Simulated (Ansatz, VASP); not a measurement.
**One calculation of SbAs4Au, two programs**

```xyz
6
Lattice="4.8298 0.0000 0.0000 -2.4149 4.1827 0.0000 0.0000 0.0000 10.2819" Properties=species:S:1:pos:R:3 pbc="T T T"
Sb    0.0000    0.0000    0.0000
As    0.0000    2.7885    5.1409
As    2.4149    1.3942    5.1409
As    0.0000    0.0000    7.8208
As    0.0000    0.0000    2.4611
Au    0.0000    0.0000    5.1409
```

Alike in both runs: functional PBE; k mesh 12 × 12 × 4; occupations gaussian, width 0.1 eV; no spin polarisation.

Ansatz relaxed the structure, and its values are those at the end. VASP's run is a single point on that final structure, the one shown.

```csv
,VASP,Ansatz
version,VASP 6.6.1,Ansatz 0.2.0
potentials or method,"VASP PAW PBE potentials, release 64 (Sb, As, Au), cutoff 520 eV","scalar-relativistic, plane waves, PAW"
valence electrons in the cell,36,94
```

Ansatz gave:

```
gap on the k mesh at the Fermi level (eV) : none
pressure (GPa)                            : 0.0
rms of the force components (eV/Å)        : 0.000
```

Problem. What did VASP give for the same quantities?

Solution. gap on the k mesh at the Fermi level (eV): none; pressure (GPa): 0.0; rms of the force components (eV/Å): 0.015.

A gap of «none» marks a metal or a gap that the smearing closes. VASP's potentials hold 36 valence electrons a cell and Ansatz's 94, so a difference there can come from the potentials and not from the codes.

Neither program's run includes spin-orbit coupling.
